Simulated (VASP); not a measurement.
BaTiO3: single point with RPBE+D3(BJ)

BaTiO3:

```
Ba Ti O
1.0
    -3.85964   -0.00003    0.00004
    -0.00005   -0.00007   -3.85975
    -0.00006   -7.71944    0.00013
Ba Ti O
2 2 6
Direct
  0.00000 0.00000 0.50000
  0.00000 0.00000 0.00000
  0.50000 0.49999 0.24999
  0.49999 0.50002 0.74999
  0.49999 0.00000 0.25000
  0.50001 0.00000 0.75000
  0.50000 0.50000 0.50000
  0.50000 0.50000 0.00000
  0.99999 0.50001 0.25000
  0.00000 0.49999 0.75000
```

* Program: VASP 6.6.1
* Task: single point
* Functional: RPBE
* Dispersion: D3(BJ)
* Potentials or basis: VASP PAW PBE potentials, release 64 (Ba_sv, Ti_sv, O)
* Cutoff: 520 eV
* k mesh: 7 × 7 × 4
* Occupations: fermi-dirac, width 0.05 eV
* Spin: no spin polarisation
* Dipole correction: no
* Further INCAR settings: ALGO = Normal; EDIFF = 1e-06; NBANDS = 51

```
Pressure                   : 2.6 GPa
Band gap on the k mesh     : 2.02 eV
Dispersion energy per atom : -1.830 eV
```

Levels at points of the mesh, in eV from the valence-band top:
```
           k point  band 37  band 38  band 39  band 40  band 41  band 42  band 43  band 44
(0.00, 0.00, 0.00)    -0.66     0.00     0.00     0.00     2.02     2.02     2.02     2.23
(0.00, 0.00, 0.50)    -0.38    -0.38    -0.38    -0.38     2.12     2.12     3.16     3.16
```

It took 13 min on 1 thread of Intel(R) Xeon(R) Platinum 8259CL CPU @ 2.50GHz (Skylake/Cascade Lake) (shared host), peak memory 0.57 GiB.

Caveat: the PAW data sets were made with another functional, which shifts forces and pressure a little; spin-orbit coupling is left out, which moves the levels of the heavy elements; an odd mesh through Γ misses points on the zone boundary, where band edges can lie. RPBE gaps usually lie below the measured ones, often by a third to a half.
